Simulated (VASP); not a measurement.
Wanted: the native input for a VASP 6.6.1 run.

| Item | Value |
| --- | --- |
| Task | single point |
| Functional | PBE |
| Potentials or basis | VASP PAW PBE potentials, release 64 (Cu_sv_GW, O) |
| Cutoff | 820 eV |
| k mesh | 10 × 10 × 5 |
| Occupations | fermi-dirac, width 0.05 eV |
| Spin | no spin polarisation |
| Dipole correction | no |
| Further INCAR settings | ALGO = Normal; EDIFF = 1e-06; NBANDS = 33 |

The structure of CuO lies in POSCAR:

```
CuO
1.0
    2.0820960714     -2.0832990239      0.1650321271
    2.0820960714      2.0832990239      0.1650321271
   -0.4080684219      0.0000000000      5.1323575253
Cu O
2 2
Direct
   -0.0057488883      0.4942452657      0.0018500389
    0.4942452657     -0.0057488883      0.5018500389
    0.4942906929      0.4942129296      0.2518499611
    0.4942129296      0.4942906929      0.7518499611
```

The input as run:

INCAR

```
SYSTEM = CuO
ALGO = Normal ; EDIFF = 1E-6
ENCUT = 820 ; GGA = PE
GGA_COMPAT = .False. ; ISIF = 2
ISMEAR = -1 ; LASPH = .True.
LCHARG = .True. ; LELF = .True.
LREAL = .False. ; LVHAR = .True.
LWAVE = .False. ; NBANDS = 33
NELM = 120 ; PREC = Accurate
SIGMA = 0.05
```

KPOINTS

```
k-points
0
Gamma
  10 10 5
  0 0 0
```

Potentials or basis: VASP PAW PBE potentials, release 64 (Cu_sv_GW, O).

Run with:

```console
$ cat potpaw_PBE.64/Cu_sv_GW/POTCAR potpaw_PBE.64/O/POTCAR > POTCAR
$ mpirun -np 1 vasp_std > vasp.out
```

Results of the run:

```json
{
  "Pressure": "-0.7 GPa",
  "Band gap on the k mesh": "zero (bands 25 and 26 overlap by 0.92 eV)"
}
```

Caveat: semilocal functionals often make such compounds metallic where correlation or magnetic order opens a gap, which also shifts bond lengths.

Run time: 7.9 min on 1 thread of Intel(R) Xeon(R) Platinum 8259CL CPU @ 2.50GHz (Skylake/Cascade Lake) (shared host), peak memory 0.49 GiB.
